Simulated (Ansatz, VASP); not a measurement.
## Two plane-wave programs on TiAl3

```
Ti Al
1.0
     0.03184   -3.90327    0.00982
    -3.85332    0.03184   -0.00504
    -0.01130    0.02202   -8.74786
Ti Al
2 6
Direct
  0.51671 0.53932 0.49195
  0.95409 0.02319 0.01645
  0.00008 0.02165 0.51833
  0.52150 0.49418 0.99510
  0.02608 0.45041 0.26321
  0.48330 0.94786 0.73576
  0.50719 0.97698 0.24444
  0.99104 0.54642 0.73476
```

Change from the starting cell: all atoms moved at random, sigma 0.1 Å a component, cell strained at random, sigma 0.01.

Alike in both runs: task single point; functional PBE; k mesh 10 × 10 × 4; occupations gaussian, width 0.15 eV; no spin polarisation.

```csv
,VASP,Ansatz
version,VASP 6.6.1,Ansatz 0.2.0
potentials or method,"VASP PAW PBE potentials, release 64 (Ti_sv, Al), cutoff 520 eV","scalar-relativistic, plane waves, PAW"
valence electrons in the cell,42,42
```

|  | VASP | Ansatz | Ansatz less VASP |
| --- | --- | --- | --- |
| gap on the k mesh at the Fermi level (eV) | none | none | - |
| pressure (GPa) | 1.2 | 1.2 | +0.02 |
| traceless stress, the component that is largest in VASP (GPa) | 1.32 | 1.32 | 0.000 |
| rms of the force components (eV/Å) | 1.092 | 1.091 | -0.0004 |

Atom by atom the forces differ by 0.001 eV/Å (rms over components). A gap of «none» marks a metal or a gap that the smearing closes. With one functional, cell and mesh, what is left measures potentials, basis and numerics.
